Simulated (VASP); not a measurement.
A run of VASP 6.6.1 is set up as follows.

INCAR

```
SYSTEM = Ir
ALGO = Fast
EDIFF = 1E-7
ENCUT = 520
ISIF = 2
ISMEAR = 0
LASPH = .True.
LCHARG = .False.
LREAL = .False.
LWAVE = .False.
NBANDS = 16
NELM = 60
PREC = Accurate
SIGMA = 0.15
```

Contents of KPOINTS:

```
k-points
0
Gamma
  16 16 12
  0 0 0
```

The input POSCAR:

```
Ir
1.0
    0.0000000000     -1.9054060557     -1.9054060557
    0.0000000000      1.9054060557     -1.9054060557
    3.8108121114      0.0000000000      0.0000000000
Ir
2
Direct
    0.5201531846      0.4798468154      0.4775375963
   -0.0201531846      0.0201531846      0.0224624037
```

Potentials or basis: VASP PAW LDA potentials, release 64 (Ir).

The run is started by

```sh
$ cat potpaw_LDA.64/Ir/POTCAR > POTCAR
$ mpirun -np 1 vasp_std > vasp.out
```

(1) What does it give for the largest force?

(2) What does it give for the pressure?

(3) What does it give for the band gap on the k mesh?

Answers

(1) 3.142 eV/Å.

(2) 11.7 GPa.

(3) zero (bands 9 and 10 overlap by 2.77 eV).

Caveat: the cell differs from its parent crystal (atoms displaced along several vibrational modes); the stress differs along the axes, from 7 to 15 GPa; spin-orbit coupling is left out, which moves the levels of the heavy elements; forces of over 1 eV/Å act on the atoms, so gaps and moduli don't describe the material at rest.
